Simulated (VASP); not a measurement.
# TaN (P1) in VASP: electric field gradients with PBEsol

Aim: the electric field gradients of TaN with PBEsol.

All numbers are computed with VASP 6.6.1; they aren't measurements. Logs are shortened: lines on timing, memory, paths and dates and some standing lists are left out, and cuts for length are marked.

## (1) The cell of the first run

The typed cell holds 6 atoms: a = 5.197 Å, b = 5.264 Å, c = 2.912 Å, α = 90.62°, β = 91.71°, γ = 121.27°.

## (2) Electric field gradients, PBEsol (equal xy, yz and zx shear strains of -3 %)

INCAR reads:

```
SYSTEM = TaN
ALGO = Normal ; EDIFF = 1E-8
ENCUT = 520 ; GGA = PS
ISIF = 2 ; ISMEAR = -1
LASPH = .TRUE. ; LCHARG = .FALSE.
LEFG = .TRUE. ; LREAL = .FALSE.
LWAVE = .FALSE. ; NBANDS = 33
NELM = 80 ; PREC = Accurate
SIGMA = 0.01
```

KPOINTS reads:

```
k-points
0
G
  6 6 9
  0 0 0
```

POSCAR reads:

```
TaN
1.0
    5.1960008669     -0.0779400130     -0.0779400130
   -2.6654984646      4.5388387553     -0.0285280247
   -0.0436650000     -0.0436650000      2.9110000000
Ta N
3 3
Direct
    0.3333333333      0.6666666667      0.5000000000
    0.6666666667      0.3333333333      0.5000000000
    0.0000000000      0.0000000000      0.0000000000
    0.3928500000      0.0000000000      0.0000000000
    0.6071500000      0.6071500000      0.0000000000
    0.0000000000      0.3928500000      0.0000000000
```

Potentials or basis: VASP PAW PBE potentials, release 64 (Ta_pv, N).

On the command line:

```console
$ cat potpaw_PBE.64/Ta_pv/POTCAR potpaw_PBE.64/N/POTCAR > POTCAR
$ mpirun -np 1 vasp_std > vasp.out
```

OUTCAR:

```text
SYSTEM = TaN
   EDIFF = 1E-8
   ENCUT = 520
   GGA = PS
   ISIF = 2
   ISMEAR = -1
   LASPH = .TRUE.
   LREAL = .FALSE.
   NELM = 80
   PREC = Accurate

 ion  position               nearest neighbor table
   1  0.333  0.667  0.500-   6 2.10   5 2.14   4 2.16   6 2.19   4 2.19   5 2.20   2 2.96   2 3.00
                             2 3.04   3 3.25   3 3.30   3 3.35   3 3.36   3 3.37   3 3.38
   2  0.667  0.333  0.500-   4 2.11   6 2.12   5 2.18   5 2.18   4 2.19   6 2.19   1 2.96   1 3.00
                             1 3.04   3 3.25   3 3.30   3 3.35   3 3.36   3 3.37   3 3.38
   3  0.000  0.000  0.000-   5 2.02   4 2.04   6 2.07   2 3.25   1 3.25   2 3.30   1 3.30   1 3.35
                             2 3.35   2 3.36   1 3.36   2 3.37   1 3.37   1 3.38   2 3.38
   4  0.393  0.000  0.000-   3 2.04   2 2.11   1 2.16   2 2.19   1 2.19
   5  0.607  0.607  0.000-   3 2.02   1 2.14   2 2.18   2 2.18   1 2.20
   6  0.000  0.393  0.000-   3 2.07   1 2.10   2 2.12   1 2.19   2 2.19

  LATTYP: Found a triclinic cell.
 ALAT       =     5.1297558850
 B/A-ratio  =     1.0131417463
 C/A-ratio  =     0.5676010646
 COS(alpha) =     0.0297616073
 COS(beta)  =     0.0411893908
 COS(gamma) =     0.4804578458

  Lattice vectors:

 A1 = (   2.5305024023,   4.4608987423,  -0.1064680377)
 A2 = (   5.1960008669,  -0.0779400130,  -0.0779400130)
 A3 = (   0.0436650000,   0.0436650000,  -2.9110000000)

Analysis of symmetry for initial positions (statically):
=====================================================================
 Subroutine PRICEL returns:
 Original cell was already a primitive cell.

 Routine SETGRP: Setting up the symmetry group for a
 triclinic supercell.

 Subroutine GETGRP returns: Found  1 space group operations
 (whereof  1 operations were pure point group operations)
 out of a pool of  2 trial point group operations.

The static configuration has the point symmetry C_1 .

Analysis of symmetry for dynamics (positions and initial velocities):
=====================================================================
 Subroutine PRICEL returns:
 Original cell was already a primitive cell.

 Routine SETGRP: Setting up the symmetry group for a
 triclinic supercell.

 Subroutine GETGRP returns: Found  1 space group operations
 (whereof  1 operations were pure point group operations)
 out of a pool of  2 trial point group operations.

The dynamic configuration has the point symmetry C_1 .

 Subroutine INISYM returns: Found  1 space group operations
 (whereof  1 operations are pure point group operations),
 and found     1 'primitive' translations

----------------------------------------------------------------------------------------

                                     Primitive cell

  volume of cell :      68.0166

  direct lattice vectors                    reciprocal lattice vectors
     5.196000867 -0.077940013 -0.077940013     0.194236537  0.114097275  0.004625007
    -2.665498465  4.538838755 -0.028528025     0.003385740  0.222330276  0.003385740
    -0.043665000 -0.043665000  2.911000000     0.005233730  0.005233730  0.343681574

  length of vectors
     5.197169836  5.263720467  2.911654901     0.225316247  0.222381830  0.343761266

  position of ions in fractional coordinates (direct lattice)
     0.333333333  0.666666667  0.500000000
     0.666666667  0.333333333  0.500000000
     0.000000000  0.000000000  0.000000000
     0.392850000  1.000000000  0.000000000
     0.607150000  0.607150000  0.000000000
[... 70 lines left out ...]
   NGX,Y,Z   is equivalent  to a cutoff of  12.80, 12.63, 13.70 a.u.
   NGXF,Y,Z  is equivalent  to a cutoff of  25.59, 25.27, 27.41 a.u.
 SYSTEM =  TaN
   PREC   = accura    normal or accurate (medium, high low for compatibility)
   ISTART =      0    job   : 0-new  1-cont  2-samecut
   ICHARG =      2    charge: 1-file 2-atom 10-const
   ISPIN  =      1    spin polarized calculation?
   LNONCOLLINEAR =      F non collinear calculations
   LSORBIT =      F    spin-orbit coupling
   LASPH  =      T    aspherical Exc in radial PAW
   ENCUT  =  520.0 eV  38.22 Ry    6.18 a.u.   9.66  9.79  5.41*2*pi/ulx,y,z
   NELM   =     80;   NELMIN=  2; NELMDL= -5     # of ELM steps
   EDIFF  = 0.1E-07   stopping-criterion for ELM
   LREAL  =      F    real-space projection
   EDIFFG = 0.1E-06   stopping-criterion for IOM
   NSW    =      0    number of steps for IOM
   IBRION =     -1    ionic relax: 0-MD 1-quasi-New 2-CG
   NFREE  =      0    steps in history (QN), initial steepest desc. (CG)
   ISIF   =      2    stress and relaxation
   ISYM   =      2    0-nonsym 1-usesym 2-fastsym
   POTIM  = 0.5000    time-step for ionic-motion
   TEBEG  =    0.0;   TEEND  =   0.0 temperature during run
   PSTRESS=    0.0 pullay stress
   NELECT =      48.0000    total number of electrons
   NUPDOWN=      -1.0000    fix difference up-down
   EMIN   =  10.00;   EMAX   =-10.00  energy-range for DOS
   EFERMI =   0.00;   METHOD = LEGACY
   ISMEAR =    -1;   SIGMA  =   0.01  broadening in eV -4-tet -1-fermi 0-gaus
   EFERMI_NEDOS =   21; number of points for ismear=-14 and -15
   IALGO  =     38    algorithm
   IMIX   =      4    mixing-type and parameters
     AMIX     =   0.40;   BMIX     =  1.00
     AMIX_MAG =   1.60;   BMIX_MAG =  1.00
  volume/ion in A,a.u.               =      11.34        76.50
  Fermi-wavevector in a.u.,A,eV,Ry     =   1.457528  2.754328 28.904048  2.124388
  Thomas-Fermi vector in A             =   2.574319
   LORBIT       =      0    0 simple, 1 ext, 2 COOP (PROOUT), +10 PAW based schemes
   GGA     = PS    functional components
   LHFCALC =     F    Hartree Fock is set to
   AEXX    =    0.0000 exact exchange contribution
   IVDW    =     0    specifies the selected vdW correction
   LEPSILON=     F    determine dielectric tensor
   LRPA    =     F    only Hartree local field effects (RPA)
 non-spin polarized calculation
  energy-cutoff  :      520.00
  volume of cell :       68.02
 maximum number of plane-waves:      1848
 NGX is ok and might be reduce to    40
   NGX = 19   NGY = 19   NGZ = 11

 number of electron      48.0000001 magnetization

 Free energy of the ion-electron system (eV)
  ---------------------------------------------------
  ext. energy  EPLUGINS =         0.00000000
  ---------------------------------------------------
  free energy    TOTEN  =       -71.31630803 eV

  energy without entropy =      -71.31606068  energy(sigma->0) =      -71.31618435

 E-fermi :   8.1434     XC(G=0): -13.1634

 val. band max:        8.1335745752   @ k =  -0.0000  -0.0000   0.2222
 cond. band min:       8.1639776578   @ k =   0.1667  -0.1667   0.3333
 fundamental gap:      0.0304030827
 Fermi energy:         8.1433904676

 k-point     1 :       0.0000    0.0000    0.0000
  band No.  band energies     occupation
      1     -27.9961      2.00000
      2     -27.9813      2.00000
      3     -27.6421      2.00000
      4     -27.6305      2.00000
      5     -27.4630      2.00000
      6     -27.3558      2.00000
[... 853 lines left out ...]
     32      11.9288      0.00000
     33      12.0839      0.00000

 [... further k-points ...]

------------------------ aborting loop because EDIFF is reached ----------------------------------------

  FORCE on cell =-STRESS in cart. coord.  units (eV):
  Direction    XX          YY          ZZ          XY          YZ          ZX
  --------------------------------------------------------------------------------------
  -------------------------------------------------------------------------------------
  Total       -0.6399066     -0.6478546     -1.3711383      2.5926201      2.6742333      2.6493272
  in kB      -15.0734307    -15.2606494    -32.2980844     61.0709090     62.9933615     62.4066832
  external PRESSURE =     -20.8773882 kB  Pullay stress =       0.0000000 kB

 VOLUME and BASIS-vectors are now :
 -----------------------------------------------------------------------------
  energy-cutoff  :      520.00
  volume of cell :       68.02
      direct lattice vectors                 reciprocal lattice vectors
     5.196000867 -0.077940013 -0.077940013     0.194236537  0.114097275  0.004625007
    -2.665498465  4.538838755 -0.028528025     0.003385740  0.222330276  0.003385740
    -0.043665000 -0.043665000  2.911000000     0.005233730  0.005233730  0.343681574

 POSITION                                       TOTAL-FORCE (eV/Angst)
 -----------------------------------------------------------------------------------
     -0.06683      2.97808      1.41050         0.200467      0.192585      0.077771
      2.55367      1.43915      1.39403        -0.191772      0.174671      0.022184
      0.00000      0.00000      0.00000         0.024711      0.414202     -0.001268
      2.04125     -0.03062     -0.03062        -0.002414     -0.214690     -0.154066
      1.53639      2.70843     -0.06464        -0.054309     -0.306652      0.130666
     -1.04714      1.78308     -0.01121         0.023318     -0.260117     -0.075287
 -----------------------------------------------------------------------------------
    total drift:                                0.000064     -0.000029      0.000016

  FREE ENERGIE OF THE ION-ELECTRON SYSTEM (eV)
  ---------------------------------------------------
  free  energy   TOTEN  =       -71.3163080298 eV

  energy  without entropy=      -71.3160606785  energy(sigma->0) =      -71.31618435

 Electric field gradients (V/A^2)
---------------------------------------------------------------------
 ion       V_xx      V_yy      V_zz      V_xy      V_xz      V_yz
---------------------------------------------------------------------
   1      97.920   100.736  -198.656   -31.113   -68.985   -72.120
   2      99.756    98.905  -198.660   -31.026   -71.972   -69.079
   3     -89.875   -90.432   180.307   -19.984   -17.191   -18.005
   4     -14.345     4.537     9.808    -2.353    -0.966    -5.061
   5      -0.108    -9.956    10.064   -10.903    -2.264    -0.244
   6      -0.263    -9.350     9.613     5.555    -5.778    -3.801
---------------------------------------------------------------------

 Electric field gradients after diagonalization (V/A^2)
 (convention: |V_zz| > |V_xx| > |V_yy|)
----------------------------------------------------------------------
 ion       V_xx      V_yy      V_zz     asymmetry (V_yy - V_xx)/ V_zz
----------------------------------------------------------------------
   1     130.591   101.252  -231.843       0.127
   2     130.403   101.413  -231.816       0.125
   3    -112.257   -70.168   182.425       0.231
   4      12.884     1.856   -14.740       0.748
   5      10.922     6.149   -17.071       0.280
   6     -12.034    -1.732    13.766       0.748
----------------------------------------------------------------------

           NMR quadrupolar parameters

 Cq : quadrupolar parameter    Cq=e*Q*V_zz/h
 eta: asymmetry parameters     (V_yy - V_xx)/ V_zz
 Q  : nuclear electric quadrupole moment in mb (millibarn)
----------------------------------------------------------------------
 ion       Cq(MHz)       eta       Q (mb)
----------------------------------------------------------------------
   1      -0.561       0.127       1.000
   2      -0.561       0.125       1.000
   3       0.441       0.231       1.000
   4      -0.036       0.748       1.000
   5      -0.041       0.280       1.000
   6       0.033       0.748       1.000
----------------------------------------------------------------------
```

It used 620 s of CPU time on 1 thread of AMD EPYC 7R13 Processor (Zen 3), with other jobs on the host.

What came out:

```yaml
Free_energy: -71.3163 eV
Pressure: -2.1 GPa
Largest_force: 0.415 eV/Å
Band_gap_on_the_k_mesh: zero (band 24 reaches 9.83 eV, above the bottom of band 25 at 6.86 eV)
```

Forces on the atoms (eV/Å):
```
Ta   0.200  0.193  0.078
Ta  -0.192  0.175  0.022
Ta   0.025  0.414 -0.001
N   -0.002 -0.215 -0.154
N   -0.054 -0.307  0.131
N    0.023 -0.260 -0.075
```

Electric field gradients, principal values (V/Å²):
```
atom    least    middle  greatest (by size)
1 Ta  101.252   130.591            -231.843
2 Ta  101.413   130.403            -231.816
3 Ta  -70.168  -112.257             182.425
 4 N    1.856    12.884             -14.740
 5 N    6.149    10.922             -17.071
 6 N   -1.732   -12.034              13.766
```

Caveat: the cell differs from its parent crystal (equal xy, yz and zx shear strains of -3 %); without QUAD_EFG the Cq values of the log hold for a quadrupole moment of 1 mb, not for the nuclei; the PAW data sets were made with another functional, which shifts forces and pressure a little; spin-orbit coupling is left out, which moves the levels of the heavy elements.
